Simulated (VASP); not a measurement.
# Zn (Im-3m) in VASP: notebook

Runs on Zn. Level: PBE. Tasks: single point, relaxation of cell and atoms.

Everything below comes from runs of VASP 6.6.1. Logs are shortened: lines on timing, memory, paths and dates and some standing lists are left out, and cuts for length are marked.

## Step 1: The cell of the first run

Symmetry: Im-3m, No. 229, cubic system. The conventional cell has a = 3.132 Å, b = 3.132 Å, c = 3.132 Å, α = 90.00°, β = 90.00°, γ = 90.00°. Within 3.6 Å of Zn (site symmetry m-3m) lie 14 Zn at 2.71 to 3.13 Å.

## Step 2: Single point, PBE

INCAR

```
ALGO = Normal
EDIFF = 1E-7
ENCUT = 520
GGA = PE
ISIF = 2
ISMEAR = -1
LASPH = T
LCHARG = T
LELF = T
LREAL = F
LVHAR = T
LWAVE = F
NBANDS = 12
NELM = 80
PREC = Accurate
SIGMA = 0.05
```

KPOINTS

```
k-points
0
Gamma
  18 18 18
```

POSCAR

```
Zn
1.0
   -1.5660468108      1.5660468108      1.5660468108
    1.5660468108     -1.5660468108      1.5660468108
    1.5660468108      1.5660468108     -1.5660468108
Zn
1
Direct
    0.0000000000      0.0000000000      0.0000000000
```

Potentials or basis: VASP PAW PBE potentials, release 64 (Zn).

Launch:

```bash
> cat potpaw_PBE.64/Zn/POTCAR > POTCAR
> mpirun -np 1 vasp_std > vasp.out
```

OUTCAR:

```text
EDIFF = 1E-7
   ENCUT = 520
   GGA = PE
   ISIF = 2
   ISMEAR = -1
   LASPH = T
   LREAL = F
   NELM = 80
   PREC = Accurate

 ion  position               nearest neighbor table
   1  0.000  0.000  0.000-

  LATTYP: Found a body centered cubic cell.
 ALAT       =     3.1320936216

  Lattice vectors:

 A1 = (  -1.5660468108,   1.5660468108,   1.5660468108)
 A2 = (   1.5660468108,  -1.5660468108,   1.5660468108)
 A3 = (   1.5660468108,   1.5660468108,  -1.5660468108)

Analysis of symmetry for initial positions (statically):
=====================================================================
 Subroutine PRICEL returns:
 Original cell was already a primitive cell.

 Routine SETGRP: Setting up the symmetry group for a
 body centered cubic supercell.

 Subroutine GETGRP returns: Found 48 space group operations
 (whereof 48 operations were pure point group operations)
 out of a pool of 48 trial point group operations.

The static configuration has the point symmetry O_h .

Analysis of symmetry for dynamics (positions and initial velocities):
=====================================================================
 Subroutine PRICEL returns:
 Original cell was already a primitive cell.

 Routine SETGRP: Setting up the symmetry group for a
 body centered cubic supercell.

 Subroutine GETGRP returns: Found 48 space group operations
 (whereof 48 operations were pure point group operations)
 out of a pool of 48 trial point group operations.

The dynamic configuration has the point symmetry O_h .

 Subroutine INISYM returns: Found 48 space group operations
 (whereof 48 operations are pure point group operations),
 and found     1 'primitive' translations

----------------------------------------------------------------------------------------

                                     Primitive cell

  volume of cell :      15.3629

  direct lattice vectors                    reciprocal lattice vectors
    -1.566046811  1.566046811  1.566046811     0.000000000  0.319275258  0.319275258
     1.566046811 -1.566046811  1.566046811     0.319275258  0.000000000  0.319275258
     1.566046811  1.566046811 -1.566046811     0.319275258  0.319275258  0.000000000

  length of vectors
     2.712472643  2.712472643  2.712472643     0.451523400  0.451523400  0.451523400

  position of ions in fractional coordinates (direct lattice)
     0.000000000  0.000000000  0.000000000

  ion indices of the primitive-cell ions
[... 80 lines left out ...]
   ISIF   =      2    stress and relaxation
   ISYM   =      2    0-nonsym 1-usesym 2-fastsym
   POTIM  = 0.5000    time-step for ionic-motion
   TEBEG  =    0.0;   TEEND  =   0.0 temperature during run
   PSTRESS=    0.0 pullay stress
   NELECT =      12.0000    total number of electrons
   NUPDOWN=      -1.0000    fix difference up-down
   EMIN   =  10.00;   EMAX   =-10.00  energy-range for DOS
   EFERMI =   0.00;   METHOD = LEGACY
   ISMEAR =    -1;   SIGMA  =   0.05  broadening in eV -4-tet -1-fermi 0-gaus
   EFERMI_NEDOS =   21; number of points for ismear=-14 and -15
   IALGO  =     38    algorithm
   IMIX   =      4    mixing-type and parameters
     AMIX     =   0.40;   BMIX     =  1.00
     AMIX_MAG =   1.60;   BMIX_MAG =  1.00
  volume/ion in A,a.u.               =      15.36       103.67
  Fermi-wavevector in a.u.,A,eV,Ry     =   1.507685  2.849111 30.927580  2.273113
  Thomas-Fermi vector in A             =   2.618238
   LORBIT       =      0    0 simple, 1 ext, 2 COOP (PROOUT), +10 PAW based schemes
   GGA     = PE    functional components
   LHFCALC =     F    Hartree Fock is set to
   AEXX    =    0.0000 exact exchange contribution
   IVDW    =     0    specifies the selected vdW correction
   LEPSILON=     F    determine dielectric tensor
   LRPA    =     F    only Hartree local field effects (RPA)
 non-spin polarized calculation
  energy-cutoff  :      520.00
  volume of cell :       15.36
 maximum number of plane-waves:       430
   NGX =  9   NGY =  9   NGZ =  9

 number of electron      12.0000024 magnetization

 Free energy of the ion-electron system (eV)
  ---------------------------------------------------
  ext. energy  EPLUGINS =         0.00000000
  ---------------------------------------------------
  free energy    TOTEN  =        -1.02378143 eV

  energy without entropy =       -1.02149406  energy(sigma->0) =       -1.02263775

 E-fermi :   3.1226     XC(G=0): -11.5136

 val. band max:        3.0763547133   @ k =   0.3889   0.1667   0.0000
 cond. band min:       3.1333425825   @ k =   0.2778   0.2778   0.1111
 fundamental gap:      0.0569878692
 Fermi energy:         3.1225846106

 k-point     1 :       0.0000    0.0000    0.0000
  band No.  band energies     occupation
      1      -7.2539      2.00000
      2      -4.6422      2.00000
      3      -4.6422      2.00000
      4      -4.6422      2.00000
      5      -4.1407      2.00000
      6      -4.1407      2.00000
      7      22.1858      0.00000
      8      22.1858      0.00000
      9      22.1858      0.00000
     10      23.8909      0.00000
     11      23.8909      0.00000
     12      23.8909      0.00000
[... 331 lines left out ...]
 k-point    24 :       0.3889    0.1111    0.0000
  band No.  band energies     occupation
      1      -5.1901      2.00000
      2      -4.9080      2.00000
      3      -4.1914      2.00000
      4      -4.1634      2.00000
      5      -3.9321      2.00000
      6      -0.1904      2.00000
      7       3.6257      0.00009
      8      11.9087      0.00000
      9      14.9748      0.00000
     10      20.0562      0.00000
     11      22.9740      0.00000
     12      27.6900      0.00000

 [... further k-points ...]

------------------------ aborting loop because EDIFF is reached ----------------------------------------

  FORCE on cell =-STRESS in cart. coord.  units (eV):
  Direction    XX          YY          ZZ          XY          YZ          ZX
  --------------------------------------------------------------------------------------
  -------------------------------------------------------------------------------------
  Total        0.0277814      0.0277814      0.0277814      0.0000000      0.0000000     -0.0000000
  in kB        2.8972752      2.8972752      2.8972752      0.0000000      0.0000000     -0.0000000
  external PRESSURE =       2.8972752 kB  Pullay stress =       0.0000000 kB

 VOLUME and BASIS-vectors are now :
 -----------------------------------------------------------------------------
  energy-cutoff  :      520.00
  volume of cell :       15.36
      direct lattice vectors                 reciprocal lattice vectors
    -1.566046811  1.566046811  1.566046811     0.000000000  0.319275258  0.319275258
     1.566046811 -1.566046811  1.566046811     0.319275258  0.000000000  0.319275258
     1.566046811  1.566046811 -1.566046811     0.319275258  0.319275258  0.000000000

 POSITION                                       TOTAL-FORCE (eV/Angst)
 -----------------------------------------------------------------------------------
      0.00000      0.00000      0.00000        -0.000000      0.000000      0.000000
 -----------------------------------------------------------------------------------
    total drift:                                0.000000     -0.000000      0.000000

  FREE ENERGIE OF THE ION-ELECTRON SYSTEM (eV)
  ---------------------------------------------------
  free  energy   TOTEN  =        -1.0237814264 eV

  energy  without entropy=       -1.0214940640  energy(sigma->0) =       -1.02263775
```

stdout:

```text
POSCAR found type information on POSCAR Zn
 POSCAR found :  1 types and       1 ions
 scaLAPACK will be used
 LDA part: xc-table for (Slater+PW92), standard interpolation
 POSCAR, INCAR and KPOINTS ok, starting setup
 FFT: planning ... GRIDC
 FFT: planning ... GRID_SOFT
 FFT: planning ... GRID
 WAVECAR not read
 entering main loop
```

Run time: 10 s. Hardware: 1 thread of Intel Xeon 6975P-C (Granite Rapids), shared host; peak memory 0.14 GiB.

What came out:

```
Free energy            : -1.0238 eV
Pressure               : 0.3 GPa
Band gap on the k mesh : zero (band 6 reaches 7.32 eV, above the bottom of band 7 at 2.14 eV)
```

## Step 3: Single point, PBE

This run uses another cell than the first one, of 15.72 Å³/atom, 1.023 times its volume.

INCAR

```
  ALGO = Normal
  EDIFF = 1E-7
  ENCUT = 520
  GGA = PE
  ISIF = 2
  ISMEAR = -1
  LASPH = True
  LCHARG = True
  LELF = True
  LREAL = False
  LVHAR = True
  LWAVE = False
  NBANDS = 12
  NELM = 80
  PREC = Accurate
  SIGMA = 0.05
```

KPOINTS is that of step 2.

POSCAR

```
Zn
1.0
   -1.5779520242      1.5779520242      1.5779520242
    1.5779520242     -1.5779520242      1.5779520242
    1.5779520242      1.5779520242     -1.5779520242
Zn
1
Direct
    0.0000000000      0.0000000000      0.0000000000
```

Potentials or basis: VASP PAW PBE potentials, release 64 (Zn).

Launch:

```bash
> cat potpaw_PBE.64/Zn/POTCAR > POTCAR
> mpirun -np 1 vasp_std > vasp.out
```

OUTCAR:

```text
EDIFF = 1E-7
   ENCUT = 520
   GGA = PE
   ISIF = 2
   ISMEAR = -1
   LASPH = True
   LREAL = False
   NELM = 80
   PREC = Accurate

 ion  position               nearest neighbor table
   1  0.000  0.000  0.000-

  LATTYP: Found a body centered cubic cell.
 ALAT       =     3.1559040484

  Lattice vectors:

 A1 = (  -1.5779520242,   1.5779520242,   1.5779520242)
 A2 = (   1.5779520242,  -1.5779520242,   1.5779520242)
 A3 = (   1.5779520242,   1.5779520242,  -1.5779520242)

Analysis of symmetry for initial positions (statically):
=====================================================================
 Subroutine PRICEL returns:
 Original cell was already a primitive cell.

 Routine SETGRP: Setting up the symmetry group for a
 body centered cubic supercell.

 Subroutine GETGRP returns: Found 48 space group operations
[... 9 lines left out ...]

 Routine SETGRP: Setting up the symmetry group for a
 body centered cubic supercell.

 Subroutine GETGRP returns: Found 48 space group operations
[... 11 lines left out ...]
                                     Primitive cell

  volume of cell :      15.7160

[... 132 lines left out ...]

 E-fermi :   2.9467     XC(G=0): -11.3956

 val. band max:        2.8876116082   @ k =   0.3889   0.1667   0.0000
 cond. band min:       2.9699037739   @ k =   0.2778   0.2778   0.1111
 fundamental gap:      0.0822921657
 Fermi energy:         2.9467419647

 k-point     1 :       0.0000    0.0000    0.0000
  band No.  band energies     occupation
      1      -7.2337      2.00000
      2      -4.7416      2.00000
      3      -4.7416      2.00000
      4      -4.7416      2.00000
      5      -4.2600      2.00000
      6      -4.2600      2.00000
      7      21.6515      0.00000
      8      21.6515      0.00000
      9      21.6516      0.00000
     10      23.5311      0.00000
     11      23.5311      0.00000
     12      23.5311      0.00000
[... 331 lines left out ...]
 k-point    24 :       0.3889    0.1111    0.0000
  band No.  band energies     occupation
      1      -5.2591      2.00000
      2      -4.9949      2.00000
      3      -4.3079      2.00000
      4      -4.2814      2.00000
      5      -4.0584      2.00000
      6      -0.2891      2.00000
      7       3.4358      0.00011
      8      11.6133      0.00000
      9      14.6480      0.00000
     10      19.6616      0.00000
     11      22.5166      0.00000
     12      27.1861      0.00000

 [... further k-points ...]
[... 5 lines left out ...]
  --------------------------------------------------------------------------------------
  -------------------------------------------------------------------------------------
  Total       -0.1125979     -0.1125979     -0.1125979      0.0000000      0.0000000     -0.0000000
  in kB      -11.4788804    -11.4788804    -11.4788804      0.0000000      0.0000000     -0.0000000
  external PRESSURE =     -11.4788804 kB  Pullay stress =       0.0000000 kB

 VOLUME and BASIS-vectors are now :
 -----------------------------------------------------------------------------
  energy-cutoff  :      520.00
  volume of cell :       15.72
      direct lattice vectors                 reciprocal lattice vectors
    -1.577952024  1.577952024  1.577952024     0.000000000  0.316866414  0.316866414
     1.577952024 -1.577952024  1.577952024     0.316866414  0.000000000  0.316866414
     1.577952024  1.577952024 -1.577952024     0.316866414  0.316866414  0.000000000

 POSITION                                       TOTAL-FORCE (eV/Angst)
 -----------------------------------------------------------------------------------
      0.00000      0.00000      0.00000         0.000000     -0.000000     -0.000000
 -----------------------------------------------------------------------------------
    total drift:                                0.000000     -0.000000      0.000000

  FREE ENERGIE OF THE ION-ELECTRON SYSTEM (eV)
  ---------------------------------------------------
  free  energy   TOTEN  =        -1.0227885622 eV

  energy  without entropy=       -1.0204131909  energy(sigma->0) =       -1.02160088
```

Wall time 10 s (1 thread of Intel Xeon 6975P-C (Granite Rapids), shared host); peak memory 0.15 GiB.

Results:

| Property | Result |
| --- | --- |
| Free energy | -1.0228 eV |
| Pressure | -1.1 GPa |
| Band gap on the k mesh | zero (band 6 reaches 7.12 eV, above the bottom of band 7 at 1.94 eV) |

Levels at points of the mesh, in eV from the Fermi level:
```csv
k point,band 4,band 5,band 6,band 7,band 8,band 9
"(0.00, 0.00, 0.00)",-7.69,-7.21,-7.21,18.70,18.70,18.70
"(0.50, 0.00, 0.00)",-7.18,-6.89,-2.55,-1.01,11.15,12.56
"(0.50, 0.50, 0.50)",-6.96,-6.96,4.17,4.17,4.17,7.27
```

(Part 1 of 2 ends here.)
